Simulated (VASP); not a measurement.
Wanted: the native input for a VASP 6.6.1 run.

```
Task                    : density of states
Functional              : LDA
Potentials or basis     : VASP PAW LDA potentials, release 64 (Ni, O)
Cutoff                  : 520 eV
k mesh                  : 6 × 6 × 6
Occupations             : fermi-dirac, width 0.05 eV
Spin                    : collinear spin, ferromagnetic start
Starting moments        : [1.0, 0.0] μB
Dipole correction       : no
k mesh for the DOS      : 9 × 9 × 9
Occupations for the DOS : tetrahedron
Further INCAR settings  : ALGO = Normal; EDIFF = 1e-06
```

Crystal: NiO.

```xyz
2
Lattice="0.0000 2.0913 2.0913 2.0913 0.0000 2.0913 2.0913 2.0913 0.0000" Properties=species:S:1:pos:R:3 pbc="T T T"
Ni    0.0000    0.0000    0.0000
O     2.0913    2.0913    2.0913
```

These files were run (other wordings do the same):

POSCAR

```
NiO
1.0
    0.0000000000      2.0913095100      2.0913095100
    2.0913095100      0.0000000000      2.0913095100
    2.0913095100      2.0913095100      0.0000000000
Ni O
1 1
Direct
    0.0000000000      0.0000000000      0.0000000000
    0.5000000000      0.5000000000      0.5000000000
```

INCAR.step1

```
SYSTEM = NiO
PREC = Accurate
ENCUT = 520
EDIFF = 1E-6
ISMEAR = -1
SIGMA = 0.05
LREAL = .False.
LASPH = .True.
NELM = 150
ALGO = Normal
ISIF = 2
LWAVE = .False.
LCHARG = .True.
ISPIN = 2
MAGMOM = 1 0
LMAXMIX = 4
NBANDS = 19
```

KPOINTS.step1

```
Automatic mesh
0
Gamma
  6 6 6
  0 0 0
```

INCAR.step2

```
SYSTEM = NiO
PREC = Accurate
ENCUT = 520
EDIFF = 1E-6
ISMEAR = -5
SIGMA = 0.05
LREAL = .False.
LASPH = .True.
NELM = 150
ALGO = Normal
ISIF = 2
LWAVE = .False.
LCHARG = .False.
ISPIN = 2
MAGMOM = 1 0
LORBIT = 11
LMAXMIX = 4
NEDOS = 1001
ICHARG = 11
```

KPOINTS.step2

```
Automatic mesh
0
Gamma
  9 9 9
  0 0 0
```

Potentials or basis: VASP PAW LDA potentials, release 64 (Ni, O).

The run is started by

```bash
$ cat potpaw_LDA.64/Ni/POTCAR potpaw_LDA.64/O/POTCAR > POTCAR
$ cp INCAR.step1 INCAR
$ cp KPOINTS.step1 KPOINTS
$ mpirun -np 1 vasp_std > vasp.out
$ cp INCAR.step2 INCAR
$ cp KPOINTS.step2 KPOINTS
$ mpirun -np 1 vasp_std > vasp.out
```

Results of the run:

| Quantity | Value |
| --- | --- |
| Net moment | 0.00 μB per cell |
| Valence electrons inside the program's atomic spheres | Ni 9.07; O 4.90 |

Caveat: the k points lie up to 0.43 Å⁻¹ apart; semilocal functionals often make such compounds metallic where correlation or magnetic order opens a gap, which also shifts bond lengths.

Run time: 12 s on 1 thread of Intel(R) Xeon(R) Platinum 8559C (Emerald Rapids), on a shared host, peak memory 0.13 GiB.
